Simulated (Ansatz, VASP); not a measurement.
**MgS: VASP beside Ansatz**

```xyz
2
Lattice="0.0000 2.6015 2.6015 2.6015 0.0000 2.6015 2.6015 2.6015 0.0000" Properties=species:S:1:pos:R:3 pbc="T T T"
Mg    0.0000    0.0000    0.0000
S     2.6015    2.6015    2.6015
```

Alike in both runs: task single point; functional r2SCAN; k mesh 6 × 6 × 6; occupations fermi-dirac, width 0.2 eV; no spin polarisation.

|  | VASP | Ansatz |
| --- | --- | --- |
| version | VASP 6.6.1 | Ansatz 0.2.0 |
| potentials or method | VASP PAW PBE potentials, release 64 (Mg, S) | plane waves |
| plane-wave cutoff (eV) | 520 | 500 |
| valence electrons in the cell | 8 | 16 |

|  | VASP | Ansatz | Ansatz less VASP |
| --- | --- | --- | --- |
| pressure (GPa) | -0.4 | 0.0 | +0.43 |

VASP's potentials were made for PBE, not for r2SCAN. VASP's potentials hold 8 valence electrons a cell and Ansatz's 16, so a difference there can come from the potentials and not from the codes.
